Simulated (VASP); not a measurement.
# Sn (I4_1/amd) in VASP: a series of runs

Aim: see how the results for Sn move with the level of theory and the settings. Levels: PBE, PBEsol+D3(BJ). Tasks: single point.

All numbers are computed with VASP 6.6.1; they aren't measurements. Logs are shortened: lines on timing, memory, paths and dates and some standing lists are left out, and cuts for length are marked.

## (1) The cell of the first run

The structure is tetragonal, space group I4_1/amd (No. 141). The conventional cell has a = 5.880 Å, b = 5.880 Å, c = 3.199 Å, α = 90.00°, β = 90.00°, γ = 90.00°. Sn (site symmetry -4m2) has 10 Sn at 3.05 to 3.79 Å within 4.0 Å.

## (2) Single point, PBE

INCAR

```
  PREC = Accurate
  ENCUT = 520
  EDIFF = 1E-6
  ISMEAR = 0
  SIGMA = 0.011
  LREAL = False
  LASPH = True
  NELM = 100
  ALGO = Normal
  ISIF = 2
  LWAVE = False
  LCHARG = False
  GGA = PE
  NBANDS = 21
```

KPOINTS

```
Automatic mesh
0
Gamma
  9 9 9
```

POSCAR

```
Sn
1.0
   -2.9401404553      2.9401404553      1.5993019889
    2.9401404553     -2.9401404553      1.5993019889
    2.9401404553      2.9401404553     -1.5993019889
Sn
2
Direct
    0.0000000000      0.0000000000      0.0000000000
    0.7500000000      0.2500000000      0.5000000000
```

Potentials or basis: VASP PAW PBE potentials, release 64 (Sn_d).

Run with:

```bash
cat potpaw_PBE.64/Sn_d/POTCAR > POTCAR
mpirun -np 1 vasp_std > vasp.out
```

OUTCAR:

```text
PREC = Accurate
   ENCUT = 520
   EDIFF = 1E-6
   ISMEAR = 0
   LREAL = False
   LASPH = True
   NELM = 100
   ISIF = 2
   GGA = PE

 ion  position               nearest neighbor table
   1  0.000  0.000  0.000-   2 3.05   2 3.05   2 3.05   2 3.05
   2  0.750  0.250  0.500-   1 3.05   1 3.05   1 3.05   1 3.05

  LATTYP: Found a body centered tetragonal cell.
 ALAT       =     5.8802809106
 C/A-ratio  =     0.5439542815

  Lattice vectors:

 A1 = (  -2.9401404553,   2.9401404553,   1.5993019889)
 A2 = (   2.9401404553,  -2.9401404553,   1.5993019889)
 A3 = (   2.9401404553,   2.9401404553,  -1.5993019889)

Analysis of symmetry for initial positions (statically):
=====================================================================
 Subroutine PRICEL returns:
 Original cell was already a primitive cell.

 Routine SETGRP: Setting up the symmetry group for a
 body centered tetragonal supercell.

 Subroutine GETGRP returns: Found 16 space group operations
 (whereof  8 operations were pure point group operations)
 out of a pool of 16 trial point group operations.

The static configuration has the point symmetry D_2d.
 The point group associated with its full space group is D_4h.

Analysis of symmetry for dynamics (positions and initial velocities):
=====================================================================
 Subroutine PRICEL returns:
 Original cell was already a primitive cell.

 Routine SETGRP: Setting up the symmetry group for a
 body centered tetragonal supercell.

 Subroutine GETGRP returns: Found 16 space group operations
 (whereof  8 operations were pure point group operations)
 out of a pool of 16 trial point group operations.

The dynamic configuration has the point symmetry D_2d.
 The point group associated with its full space group is D_4h.

 Subroutine INISYM returns: Found 16 space group operations
 (whereof  8 operations are pure point group operations),
 and found     1 'primitive' translations

----------------------------------------------------------------------------------------

                                     Primitive cell

  volume of cell :      55.3002

  direct lattice vectors                    reciprocal lattice vectors
    -2.940140455  2.940140455  1.599301989     0.000000000  0.170059903  0.312636390
     2.940140455 -2.940140455  1.599301989     0.170059903  0.000000000  0.312636390
     2.940140455  2.940140455 -1.599301989     0.170059903  0.170059903  0.000000000

  length of vectors
     4.454954393  4.454954393  4.454954393     0.355895888  0.355895888  0.240501021

  position of ions in fractional coordinates (direct lattice)
     0.000000000  0.000000000  0.000000000
     0.750000000  0.250000000  0.500000000

  ion indices of the primitive-cell ions
   primitive index   ion index
                 1           1
                 2           2

----------------------------------------------------------------------------------------

 KPOINTS: Automatic mesh

Automatic generation of k-mesh.
 Grid dimensions read from file:
 generate k-points for:    9    9    9

 Generating k-lattice:

  Cartesian coordinates                     Fractional coordinates (reciprocal lattice)
     0.000000000  0.018895545  0.034737377     0.111111111 -0.000000000  0.000000000
     0.018895545  0.000000000  0.034737377    -0.000000000  0.111111111  0.000000000
     0.018895545  0.018895545  0.000000000     0.000000000  0.000000000  0.111111111

  Length of vectors
     0.039543988  0.039543988  0.026722336

  Shift w.r.t. Gamma in fractional coordinates (k-lattice)
     0.000000000  0.000000000  0.000000000

 Subroutine IBZKPT returns following result:
 ===========================================

 Found     75 irreducible k-points:

 Following reciprocal coordinates:
            Coordinates               Weight
  0.000000  0.000000  0.000000      1.000000
  0.111111 -0.000000  0.000000      8.000000
  0.222222 -0.000000  0.000000      8.000000
  0.333333 -0.000000  0.000000      8.000000
  0.444444 -0.000000  0.000000      8.000000
  0.111111  0.111111  0.000000      8.000000
[... 16 lines left out ...]
 -0.333333  0.333333  0.000000      4.000000
  0.444444  0.444444 -0.000000      8.000000
 [... further k-points ...]
   k-points           NKPTS =     75   k-points in BZ     NKDIM =     75   number of bands    NBANDS=     21
   number of dos      NEDOS =    301   number of ions     NIONS =      2
   total plane-waves  NPLWV =  46656
   dimension x,y,z NGX =    36 NGY =   36 NGZ =   36
   dimension x,y,z NGXF=    72 NGYF=   72 NGZF=   72
   ions per type =               2
   NGX,Y,Z   is equivalent  to a cutoff of  13.43, 13.43, 13.43 a.u.
   NGXF,Y,Z  is equivalent  to a cutoff of  26.87, 26.87, 26.87 a.u.
 SYSTEM =  unknown system
   PREC   = accura    normal or accurate (medium, high low for compatibility)
   ISTART =      0    job   : 0-new  1-cont  2-samecut
   ICHARG =      2    charge: 1-file 2-atom 10-const
   ISPIN  =      1    spin polarized calculation?
   LNONCOLLINEAR =      F non collinear calculations
   LSORBIT =      F    spin-orbit coupling
   LASPH  =      T    aspherical Exc in radial PAW
   ENCUT  =  520.0 eV  38.22 Ry    6.18 a.u.   8.28  8.28  8.28*2*pi/ulx,y,z
   NELM   =    100;   NELMIN=  2; NELMDL= -5     # of ELM steps
   EDIFF  = 0.1E-05   stopping-criterion for ELM
   LREAL  =      F    real-space projection
[... 7 lines left out ...]
   TEBEG  =    0.0;   TEEND  =   0.0 temperature during run
   PSTRESS=    0.0 pullay stress
   NELECT =      28.0000    total number of electrons
   NUPDOWN=      -1.0000    fix difference up-down
   EMIN   =  10.00;   EMAX   =-10.00  energy-range for DOS
   EFERMI =   0.00;   METHOD = LEGACY
   ISMEAR =     0;   SIGMA  =   0.01  broadening in eV -4-tet -1-fermi 0-gaus
   EFERMI_NEDOS =   21; number of points for ismear=-14 and -15
   IALGO  =     38    algorithm
   IMIX   =      4    mixing-type and parameters
     AMIX     =   0.40;   BMIX     =  1.00
     AMIX_MAG =   1.60;   BMIX_MAG =  1.00
  volume/ion in A,a.u.               =      27.65       186.59
  Fermi-wavevector in a.u.,A,eV,Ry     =   1.304824  2.465760 23.164816  1.702566
  Thomas-Fermi vector in A             =   2.435734
   LORBIT       =      0    0 simple, 1 ext, 2 COOP (PROOUT), +10 PAW based schemes
   GGA     = PE    functional components
   LHFCALC =     F    Hartree Fock is set to
   AEXX    =    0.0000 exact exchange contribution
   IVDW    =     0    specifies the selected vdW correction
   LEPSILON=     F    determine dielectric tensor
   LRPA    =     F    only Hartree local field effects (RPA)
 non-spin polarized calculation
 Gauss-broadening in eV      SIGMA  =   0.01
  energy-cutoff  :      520.00
  volume of cell :       55.30
 maximum number of plane-waves:      1507
 NGX is ok and might be reduce to    36
   NGX = 17   NGY = 17   NGZ = 17

 number of electron      27.9999989 magnetization

 Free energy of the ion-electron system (eV)
  ---------------------------------------------------
  ext. energy  EPLUGINS =         0.00000000
  ---------------------------------------------------
  free energy    TOTEN  =        -7.59699158 eV

  energy without entropy =       -7.59688080  energy(sigma->0) =       -7.59693619

 E-fermi :   7.7526     XC(G=0): -10.2171

 val. band max:        7.7390836893   @ k =   0.4444   0.3333   0.0000
 cond. band min:       7.7580504032   @ k =  -0.2222  -0.2222   0.1111
 fundamental gap:      0.0189667139
 Fermi energy:         7.7526268779

 k-point     1 :       0.0000    0.0000    0.0000
  band No.  band energies     occupation
      1     -13.8836      2.00000
      2     -13.8071      2.00000
      3     -13.7633      2.00000
      4     -13.7547      2.00000
      5     -13.6127      2.00000
      6     -13.6127      2.00000
[... 13 lines left out ...]
     20      17.4946      0.00000
     21      18.1654      0.00000

 k-point     2 :       0.1111   -0.0000    0.0000
  band No.  band energies     occupation
      1     -13.8763      2.00000
      2     -13.7841      2.00000
      3     -13.7551      2.00000
      4     -13.7283      2.00000
      5     -13.6281      2.00000
      6     -13.6243      2.00000
[... 13 lines left out ...]
     20      16.6259      0.00000
     21      16.7204      0.00000

 k-point     3 :       0.2222   -0.0000    0.0000
  band No.  band energies     occupation
      1     -13.8558      2.00000
      2     -13.7345      2.00000
      3     -13.7344      2.00000
      4     -13.6873      2.00000
      5     -13.6579      2.00000
      6     -13.6229      2.00000
[... 13 lines left out ...]
     20      15.1637      0.00000
     21      16.1562      0.00000

 k-point     4 :       0.3333   -0.0000    0.0000
  band No.  band energies     occupation
      1     -13.8323      2.00000
      2     -13.7194      2.00000
      3     -13.7111      2.00000
      4     -13.7005      2.00000
      5     -13.6767      2.00000
      6     -13.6430      2.00000
[... 13 lines left out ...]
     20      14.3594      0.00000
     21      17.0999      0.00000

 k-point     5 :       0.4444   -0.0000    0.0000
  band No.  band energies     occupation
      1     -13.8155      2.00000
      2     -13.7397      2.00000
      3     -13.7279      2.00000
      4     -13.6946      2.00000
      5     -13.6656      2.00000
      6     -13.6576      2.00000
[... 13 lines left out ...]
     20      16.5045      0.00000
     21      17.8933      0.00000
[... 382 lines left out ...]
     20      17.9079      0.00000
     21      18.5548      0.00000

 k-point    22 :      -0.4444    0.3333   -0.0000
  band No.  band energies     occupation
      1     -13.7959      2.00000
      2     -13.7777      2.00000
      3     -13.7775      2.00000
      4     -13.6852      2.00000
      5     -13.6757      2.00000
      6     -13.6066      2.00000
[... 13 lines left out ...]
     20      18.6001      0.00000
     21      19.4996      0.00000

 k-point    23 :      -0.3333    0.3333    0.0000
  band No.  band energies     occupation
      1     -13.8143      2.00000
      2     -13.8034      2.00000
      3     -13.7913      2.00000
      4     -13.6985      2.00000
      5     -13.6598      2.00000
      6     -13.5963      2.00000
[... 13 lines left out ...]
     20      17.3968      0.00000
     21      17.4819      0.00000

 k-point    24 :       0.4444    0.4444   -0.0000
  band No.  band energies     occupation
      1     -13.7895      2.00000
      2     -13.7890      2.00000
      3     -13.7311      2.00000
      4     -13.7293      2.00000
      5     -13.6402      2.00000
      6     -13.6335      2.00000
[... 13 lines left out ...]
     20      18.4366      0.00000
     21      18.9035      0.00000

 [... further k-points ...]
[... 5 lines left out ...]
  --------------------------------------------------------------------------------------
  -------------------------------------------------------------------------------------
  Total        0.5188726      0.5188726      0.3797787      0.0000000      0.0000000      0.0000000
  in kB       15.0329668     15.0329668     11.0030868      0.0000000      0.0000000      0.0000000
  external PRESSURE =      13.6896735 kB  Pullay stress =       0.0000000 kB

 VOLUME and BASIS-vectors are now :
 -----------------------------------------------------------------------------
  energy-cutoff  :      520.00
  volume of cell :       55.30
      direct lattice vectors                 reciprocal lattice vectors
    -2.940140455  2.940140455  1.599301989     0.000000000  0.170059903  0.312636390
     2.940140455 -2.940140455  1.599301989     0.170059903  0.000000000  0.312636390
     2.940140455  2.940140455 -1.599301989     0.170059903  0.170059903  0.000000000

 POSITION                                       TOTAL-FORCE (eV/Angst)
 -----------------------------------------------------------------------------------
      0.00000      0.00000      0.00000        -0.000000      0.000000      0.000000
      0.00000      2.94014      0.79965         0.000000     -0.000000     -0.000000
 -----------------------------------------------------------------------------------
    total drift:                               -0.000000      0.000000     -0.000000

  FREE ENERGIE OF THE ION-ELECTRON SYSTEM (eV)
  ---------------------------------------------------
  free  energy   TOTEN  =        -7.5969915825 eV

  energy  without entropy=       -7.5968808045  energy(sigma->0) =       -7.59693619
```

Run time: 26 s. Hardware: 1 thread of Intel Xeon 6975P-C (Granite Rapids), shared host; peak memory 0.23 GiB.

Results:

| Property | Result |
| --- | --- |
| Free energy | -7.5970 eV |
| Pressure | 1.4 GPa |
| Band gap on the k mesh | zero (band 14 reaches 8.97 eV, above the bottom of band 15 at 5.01 eV) |

Caveat: spin-orbit coupling is left out, which moves the levels of the heavy elements.

[end of part 1 of 2]
